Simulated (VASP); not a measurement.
Ge: single point with BLYP

Ge:

```
Ge
1.0
     0.00000    2.82891    2.82891
     2.82891    0.00000    2.82891
     2.82891    2.82891    0.00000
Ge
2
Direct
  0.75000 0.75000 0.75000
  0.50000 0.50000 0.50000
```

- Program: VASP 6.6.1
- Task: single point
- Functional: BLYP
- Potentials or basis: VASP PAW PBE potentials, release 64 (Ge_d)
- Cutoff: 520 eV
- k mesh: 8 × 8 × 8
- Occupations: methfessel-paxton, width 0.05 eV
- Spin: collinear spin
- Starting moments: [0.5, -0.5] μB
- Dipole correction: no
- Further INCAR settings: ALGO = Normal; EDIFF = 1e-07; NBANDS = 25

```yaml
Pressure: 7.5 GPa
Band_gap_on_the_k_mesh: zero (filled and empty bands touch)
Net_moment: 0.00 μB per cell
Valence_electrons_inside_the_program's_atomic_spheres: Ge 12.43
```

Levels at points of the mesh, in eV from the Fermi level:
Spin up:
```tsv
k point	band 10	band 11	band 12	band 13	band 14	band 15	band 16	band 17	band 18	band 19
(0.00, 0.00, 0.00)	-24.55	-12.79	-0.19	-0.01	-0.01	-0.01	2.57	2.57	2.57	6.70
(0.50, 0.00, 0.00)	-24.52	-10.73	-7.60	-1.41	-1.41	0.15	3.81	3.81	7.38	10.72
(0.50, 0.50, 0.00)	-24.51	-8.94	-8.94	-3.05	-3.05	0.88	0.88	9.40	9.40	11.63
```
Spin down:
| k point | band 10 | band 11 | band 12 | band 13 | band 14 | band 15 | band 16 | band 17 | band 18 | band 19 |
| --- | --- | --- | --- | --- | --- | --- | --- | --- | --- | --- |
| (0.00, 0.00, 0.00) | -24.55 | -12.79 | -0.19 | -0.01 | -0.01 | -0.01 | 2.57 | 2.57 | 2.57 | 6.70 |
| (0.50, 0.00, 0.00) | -24.52 | -10.73 | -7.60 | -1.41 | -1.41 | 0.15 | 3.81 | 3.81 | 7.38 | 10.72 |
| (0.50, 0.50, 0.00) | -24.51 | -8.94 | -8.94 | -3.05 | -3.05 | 0.88 | 0.88 | 9.40 | 9.40 | 11.63 |

Wall time 2.1 min on 1 thread of AMD EPYC 7R13 (shared host), peak memory 0.18 GiB.

Caveat: the cell stands under pressure; semilocal functionals underestimate gaps, and a narrow one can read as zero; the PAW data sets were made with another functional, which shifts forces and pressure a little.
